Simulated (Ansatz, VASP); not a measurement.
## One calculation of TiPd3, two programs

The input INCAR:

```
SYSTEM = TiPd3
PREC = Accurate
ENCUT = 520
EDIFF = 1E-8
ISMEAR = -1
SIGMA = 0.05
LREAL = .FALSE.
LASPH = .TRUE.
NELM = 60
ALGO = Normal
ISIF = 2
LWAVE = .FALSE.
LCHARG = .FALSE.
LEFG = .TRUE.
NBANDS = 29
```

KPOINTS

```
Automatic mesh
0
G
  11 11 11
  0 0 0
```

The input POSCAR:

```
TiPd3
1.0
    3.8200000000      0.0382000000      0.0382000000
    0.0382000000      3.8200000000      0.0382000000
    0.0382000000      0.0382000000      3.8200000000
Ti Pd
1 3
Direct
    0.0000000000      0.0000000000      0.0000000000
    0.0000000000      0.5000000000      0.5000000000
    0.5000000000      0.0000000000      0.5000000000
    0.5000000000      0.5000000000      0.0000000000
```

Input for Ansatz:

```yaml
crystal:
  lattice:
    - [3.82, 0.0382, 0.0382]
    - [0.0382, 3.82, 0.0382]
    - [0.0382, 0.0382, 3.82]
  atoms:
    - { symbol: Ti, position: [0.0, 0.0, 0.0] }
    - { symbol: Pd, position: [0.0, 0.5, 0.5] }
    - { symbol: Pd, position: [0.5, 0.0, 0.5] }
    - { symbol: Pd, position: [0.5, 0.5, 0.0] }
kpoints:
  mp_grid: { grid: [11, 11, 11] }
scf:
  occupations: { method: fermi_dirac, width: 0.05 }
hamiltonian:
  xc: lda
  pseudopotentials: { kind: all_electron, datasets: crystal }
output:
  forces: true
  stress: true
  eigenvalues: true
  efg: { contact_densities: true }
```

Change from the starting cell: equal xy, yz and zx shear strains of +2 %, crystal datasets.

Alike in both runs: task electric field gradients; functional LDA; k mesh 11 × 11 × 11; occupations fermi-dirac, width 0.05 eV; no spin polarisation.

|  | VASP | Ansatz |
| --- | --- | --- |
| version | VASP 6.6.1 | Ansatz 0.2.0 |
| potentials or method | VASP PAW LDA potentials, release 64 (Ti_sv, Pd), cutoff 520 eV | all-electron PAW with datasets made for the crystal, scalar-relativistic |

```tsv
	VASP	Ansatz	Ansatz less VASP
pressure (GPa)	3.1	2.7	-0.39
traceless stress, the component that is largest in VASP (GPa)	-2.81	-2.81	+0.002
size of Vzz on the site where it differs most (V/Å²)	65.2	82.5	+17.29
```

LDA's correlation is that of Perdew and Zunger in VASP and of Perdew and Wang (1992) in Ansatz. Ansatz ran all-electron here, and VASP with PAW potentials.
